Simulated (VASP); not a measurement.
# Hg (I4/mmm) in VASP: further runs

Hg is run at these levels: LDA; tasks: single point.

Program: VASP 6.6.1. These are calculated values, not measurements. Logs are shortened: lines on timing, memory, paths and dates and some standing lists are left out, and cuts for length are marked.

## Step 1: The cell of the first run

It takes space group I4/mmm (No. 139, tetragonal). The conventional cell has a = 3.753 Å, b = 3.753 Å, c = 3.834 Å, α = 90.00°, β = 90.00°, γ = 90.00°. Hg (site symmetry 4/mmm) has 14 Hg at 3.27 to 3.83 Å within 4.3 Å.

## Step 2: Single point, LDA

INCAR reads:

```
SYSTEM = Hg
PREC = Accurate ; ENCUT = 520
EDIFF = 1E-7 ; ISMEAR = 1
SIGMA = 0.3 ; LREAL = .False.
LASPH = .True. ; NELM = 100
ALGO = Normal ; ISIF = 2
LWAVE = .False. ; LCHARG = .True.
GGA = CA ; LELF = .True.
LVHAR = .True. ; NBANDS = 12
```

KPOINTS reads:

```
Automatic mesh
0
Gamma
  9 9 9
  0 0 0
```

POSCAR reads:

```
Hg
1.0
    3.2739230000      0.0000000000      0.0000000000
   -1.0293416700      3.1078976071      0.0000000000
   -1.1222907500     -1.5539489212      2.6541058820
Hg
1
Direct
    0.5000000000      0.5000000000      0.0000000000
```

Potentials or basis: VASP PAW LDA potentials, release 64 (Hg).

On the command line:

```sh
cat potpaw_LDA.64/Hg/POTCAR > POTCAR
mpirun -np 1 vasp_std > vasp.out
```

OUTCAR:

```text
SYSTEM = Hg
   PREC = Accurate
   ENCUT = 520
   EDIFF = 1E-7
   ISMEAR = 1
   LREAL = .False.
   LASPH = .True.
   NELM = 100
   ISIF = 2
   GGA = CA

 ion  position               nearest neighbor table
   1  0.500  0.500  0.000-

  LATTYP: Found a body centered tetragonal cell.
 ALAT       =     3.7534726084
 C/A-ratio  =     1.0213713007

  Lattice vectors:

 A1 = (   3.2739230000,   0.0000000000,   0.0000000000)
 A2 = (  -1.0293416700,   3.1078976071,   0.0000000000)
 A3 = (  -1.1222907500,  -1.5539489212,   2.6541058820)

Analysis of symmetry for initial positions (statically):
=====================================================================
 Subroutine PRICEL returns:
 Original cell was already a primitive cell.

 Routine SETGRP: Setting up the symmetry group for a
 body centered tetragonal supercell.

 Subroutine GETGRP returns: Found 16 space group operations
 (whereof 16 operations were pure point group operations)
 out of a pool of 16 trial point group operations.

The static configuration has the point symmetry D_4h.

Analysis of symmetry for dynamics (positions and initial velocities):
=====================================================================
 Subroutine PRICEL returns:
 Original cell was already a primitive cell.

 Routine SETGRP: Setting up the symmetry group for a
 body centered tetragonal supercell.

 Subroutine GETGRP returns: Found 16 space group operations
 (whereof 16 operations were pure point group operations)
 out of a pool of 16 trial point group operations.

The dynamic configuration has the point symmetry D_4h.

 Subroutine INISYM returns: Found 16 space group operations
 (whereof 16 operations are pure point group operations),
 and found     1 'primitive' translations

----------------------------------------------------------------------------------------

                                     Primitive cell

  volume of cell :      27.0056

  direct lattice vectors                    reciprocal lattice vectors
     3.273923000  0.000000000  0.000000000     0.305443958  0.101163627  0.188387374
    -1.029341670  3.107897607  0.000000000     0.000000000  0.321760922  0.188387374
    -1.122290750 -1.553948921  2.654105882     0.000000000  0.000000000  0.376774720

  length of vectors
     3.273923000  3.273923000  3.273923000     0.372853716  0.372853716  0.376774720

  position of ions in fractional coordinates (direct lattice)
     0.500000000  0.500000000  0.000000000

  ion indices of the primitive-cell ions
   primitive index   ion index
                 1           1

----------------------------------------------------------------------------------------

 KPOINTS: Automatic mesh

Automatic generation of k-mesh.
 Grid dimensions read from file:
 generate k-points for:    9    9    9

 Generating k-lattice:

  Cartesian coordinates                     Fractional coordinates (reciprocal lattice)
     0.033938218  0.011240403  0.020931930     0.111111111 -0.000000000 -0.000000000
     0.000000000  0.035751214  0.020931930     0.000000000  0.111111111  0.000000000
     0.000000000  0.000000000  0.041863858     0.000000000  0.000000000  0.111111111

  Length of vectors
     0.041428191  0.041428191  0.041863858

  Shift w.r.t. Gamma in fractional coordinates (k-lattice)
     0.000000000  0.000000000  0.000000000

 Subroutine IBZKPT returns following result:
 ===========================================

 Found     75 irreducible k-points:

 Following reciprocal coordinates:
            Coordinates               Weight
  0.000000  0.000000  0.000000      1.000000
  0.111111  0.000000 -0.000000      8.000000
  0.222222  0.000000  0.000000      8.000000
  0.333333  0.000000  0.000000      8.000000
  0.444444  0.000000  0.000000      8.000000
  0.111111  0.111111  0.000000      8.000000
[... 16 lines left out ...]
 -0.333333  0.333333 -0.000000      4.000000
  0.444444  0.444444  0.000000      8.000000
 [... further k-points ...]
   k-points           NKPTS =     75   k-points in BZ     NKDIM =     75   number of bands    NBANDS=     12
   number of dos      NEDOS =    301   number of ions     NIONS =      1
   total plane-waves  NPLWV =  13824
   dimension x,y,z NGX =    24 NGY =   24 NGZ =   24
   dimension x,y,z NGXF=    48 NGYF=   48 NGZF=   48
   ions per type =               1
   NGX,Y,Z   is equivalent  to a cutoff of  12.19, 12.19, 12.19 a.u.
   NGXF,Y,Z  is equivalent  to a cutoff of  24.37, 24.37, 24.37 a.u.
 SYSTEM =  Hg
   PREC   = accura    normal or accurate (medium, high low for compatibility)
   ISTART =      0    job   : 0-new  1-cont  2-samecut
   ICHARG =      2    charge: 1-file 2-atom 10-const
   ISPIN  =      1    spin polarized calculation?
   LNONCOLLINEAR =      F non collinear calculations
   LSORBIT =      F    spin-orbit coupling
   LASPH  =      T    aspherical Exc in radial PAW
   ENCUT  =  520.0 eV  38.22 Ry    6.18 a.u.   6.09  6.09  6.09*2*pi/ulx,y,z
   NELM   =    100;   NELMIN=  2; NELMDL= -5     # of ELM steps
   EDIFF  = 0.1E-06   stopping-criterion for ELM
   LREAL  =      F    real-space projection
   EDIFFG = 0.1E-05   stopping-criterion for IOM
   NSW    =      0    number of steps for IOM
   IBRION =     -1    ionic relax: 0-MD 1-quasi-New 2-CG
   NFREE  =      0    steps in history (QN), initial steepest desc. (CG)
   ISIF   =      2    stress and relaxation
   ISYM   =      2    0-nonsym 1-usesym 2-fastsym
   POTIM  = 0.5000    time-step for ionic-motion
   TEBEG  =    0.0;   TEEND  =   0.0 temperature during run
   PSTRESS=    0.0 pullay stress
   NELECT =      12.0000    total number of electrons
   NUPDOWN=      -1.0000    fix difference up-down
   EMIN   =  10.00;   EMAX   =-10.00  energy-range for DOS
   EFERMI =   0.00;   METHOD = LEGACY
   ISMEAR =     1;   SIGMA  =   0.30  broadening in eV -4-tet -1-fermi 0-gaus
   EFERMI_NEDOS =   21; number of points for ismear=-14 and -15
   IALGO  =     38    algorithm
   IMIX   =      4    mixing-type and parameters
     AMIX     =   0.40;   BMIX     =  1.00
     AMIX_MAG =   1.60;   BMIX_MAG =  1.00
  volume/ion in A,a.u.               =      27.01       182.24
  Fermi-wavevector in a.u.,A,eV,Ry     =   1.249254  2.360748 21.233739  1.560636
  Thomas-Fermi vector in A             =   2.383303
   LORBIT       =      0    0 simple, 1 ext, 2 COOP (PROOUT), +10 PAW based schemes
   GGA     = CA    functional components
   LHFCALC =     F    Hartree Fock is set to
   AEXX    =    0.0000 exact exchange contribution
   IVDW    =     0    specifies the selected vdW correction
   LEPSILON=     F    determine dielectric tensor
   LRPA    =     F    only Hartree local field effects (RPA)
 non-spin polarized calculation
 Methfessel and Paxton  Order N= 1 SIGMA  =   0.30
  energy-cutoff  :      520.00
  volume of cell :       27.01
 maximum number of plane-waves:       738
   NGX = 13   NGY = 13   NGZ = 13

 number of electron      11.9999998 magnetization

 Free energy of the ion-electron system (eV)
  ---------------------------------------------------
  ext. energy  EPLUGINS =         0.00000000
  ---------------------------------------------------
  free energy    TOTEN  =        -0.87239927 eV

  energy without entropy =       -0.87003820  energy(sigma->0) =       -0.87161225

 E-fermi :   1.1525     XC(G=0): -10.4861

 val. band max:        1.0833596227   @ k =  -0.4444  -0.4444   0.2222
 cond. band min:       1.7536140619   @ k =   0.4444   0.0000   0.0000
 fundamental gap:      0.6702544392
 Fermi energy:         1.1525115128

 k-point     1 :       0.0000    0.0000    0.0000
  band No.  band energies     occupation
      1      -6.5698      2.00000
      2      -5.2026      2.00000
      3      -5.2026      2.00000
      4      -5.1567      2.00000
      5      -4.5130      2.00000
      6      -4.4635      2.00000
      7      15.7876      0.00000
      8      15.9037      0.00000
      9      15.9037      0.00000
     10      15.9930      0.00000
     11      16.3866      0.00000
     12      16.3866      0.00000

 k-point     2 :       0.1111    0.0000   -0.0000
  band No.  band energies     occupation
      1      -6.2826      2.00000
      2      -5.2231      2.00000
      3      -5.1737      2.00000
      4      -5.0547      2.00000
      5      -4.5466      2.00000
      6      -4.4717      2.00000
      7      12.9979      0.00000
      8      14.8877      0.00000
      9      14.9226      0.00000
     10      15.8677      0.00000
     11      16.2382      0.00000
     12      16.3552      0.00000

 k-point     3 :       0.2222    0.0000    0.0000
  band No.  band energies     occupation
      1      -5.7345      2.00000
      2      -5.3232      2.00000
      3      -4.8141      2.00000
      4      -4.7296      2.00000
      5      -4.5979      2.00000
      6      -4.4744      2.00000
      7       8.9112      0.00000
      8      13.0246      0.00000
      9      13.2566      0.00000
     10      15.3968      0.00000
     11      16.1151      0.00000
     12      17.4141      0.00000
[... 286 lines left out ...]
 k-point    23 :      -0.3333    0.3333   -0.0000
  band No.  band energies     occupation
      1      -5.6872      2.00000
      2      -5.4809      2.00000
      3      -4.5443      2.00000
      4      -4.4624      2.00000
      5      -4.3230      2.00000
      6      -3.3164      2.00000
      7       5.2732     -0.00000
      8      11.0532      0.00000
      9      11.6753      0.00000
     10      14.7624      0.00000
     11      15.7303      0.00000
     12      19.5967      0.00000

 k-point    24 :       0.4444    0.4444    0.0000
  band No.  band energies     occupation
      1      -5.7132      2.00000
      2      -5.5125      2.00000
      3      -4.5163      2.00000
      4      -4.5032      2.00000
      5      -4.0943      2.00000
      6       0.0850      2.00001
      7       1.0241      1.65598
      8       8.4325      0.00000
      9      10.6219      0.00000
     10      15.4084      0.00000
     11      17.2181      0.00000
     12      20.4420      0.00000

 [... further k-points ...]
[... 5 lines left out ...]
  --------------------------------------------------------------------------------------
  -------------------------------------------------------------------------------------
  Total       -0.7714398     -0.7552215     -0.7891225      0.0244839      0.0000000      0.0000000
  in kB      -45.7677120    -44.8055210    -46.8167847      1.4525746      0.0000021      0.0000015
  external PRESSURE =     -45.7966726 kB  Pullay stress =       0.0000000 kB

 VOLUME and BASIS-vectors are now :
 -----------------------------------------------------------------------------
  energy-cutoff  :      520.00
  volume of cell :       27.01
      direct lattice vectors                 reciprocal lattice vectors
     3.273923000  0.000000000  0.000000000     0.305443958  0.101163627  0.188387374
    -1.029341670  3.107897607  0.000000000     0.000000000  0.321760922  0.188387374
    -1.122290750 -1.553948921  2.654105882     0.000000000  0.000000000  0.376774720

 POSITION                                       TOTAL-FORCE (eV/Angst)
 -----------------------------------------------------------------------------------
      1.12229      1.55395      0.00000         0.000000      0.000000      0.000000
 -----------------------------------------------------------------------------------
    total drift:                                0.000000     -0.000000     -0.000000

  FREE ENERGIE OF THE ION-ELECTRON SYSTEM (eV)
  ---------------------------------------------------
  free  energy   TOTEN  =        -0.8723992662 eV

  energy  without entropy=       -0.8700382028  energy(sigma->0) =       -0.87161225
```

It took 14 s on 1 thread of Intel Xeon 8259CL, shared host; peak memory 0.14 GiB.

What came out:

* Free energy: -0.8724 eV
* Pressure: -4.6 GPa
* Band gap on the k mesh: zero (band 6 reaches 2.69 eV, above the bottom of band 7 at 0.96 eV)

Stress tensor (GPa, compression positive):
```
-4.58  0.15  0.00
 0.15 -4.48  0.00
 0.00  0.00 -4.68
```

Levels at points of the mesh, in eV from the Fermi level:
```tsv
k point	band 4	band 5	band 6	band 7	band 8	band 9
(0.00, 0.00, 0.00)	-6.31	-5.67	-5.62	14.64	14.75	14.75
```

Caveat: spin-orbit coupling is left out, which moves the levels of the heavy elements.

## Step 3: Single point, LDA

INCAR reads:

```
ALGO = Normal
EDIFF = 1E-7
ENCUT = 520
GGA = CA
ISIF = 2
ISMEAR = 1
LASPH = True
LCHARG = False
LREAL = False
LWAVE = False
NBANDS = 12
NELM = 80
PREC = Accurate
SIGMA = 0.2
```

KPOINTS reads:

```
k-points
0
Gamma
  9 9 9
```

POSCAR is that of step 2.

Potentials or basis: VASP PAW LDA potentials, release 64 (Hg).

On the command line:

```sh
cat potpaw_LDA.64/Hg/POTCAR > POTCAR
mpirun -np 1 vasp_std > vasp.out
```

Wall time 10 s (1 thread of Intel Xeon 8259CL, shared host); peak memory 0.14 GiB.

The run converged. Its results:

| Property | Result |
| --- | --- |
| Free energy | -0.8716 eV |
| Pressure | -4.6 GPa |
| Band gap on the k mesh | zero (band 6 reaches 2.69 eV, above the bottom of band 7 at 0.96 eV) |

Stress tensor (GPa, compression positive):
```
-4.63  0.22  0.00
 0.22 -4.48  0.00
 0.00  0.00 -4.79
```

Levels at points of the mesh, in eV from the Fermi level:
```tsv
k point	band 3	band 4	band 5	band 6	band 7	band 8	band 9	band 10
(0.00, 0.00, 0.00)	-6.31	-6.27	-5.62	-5.57	14.68	14.79	14.79	14.88
```

Caveat: spin-orbit coupling is left out, which moves the levels of the heavy elements.
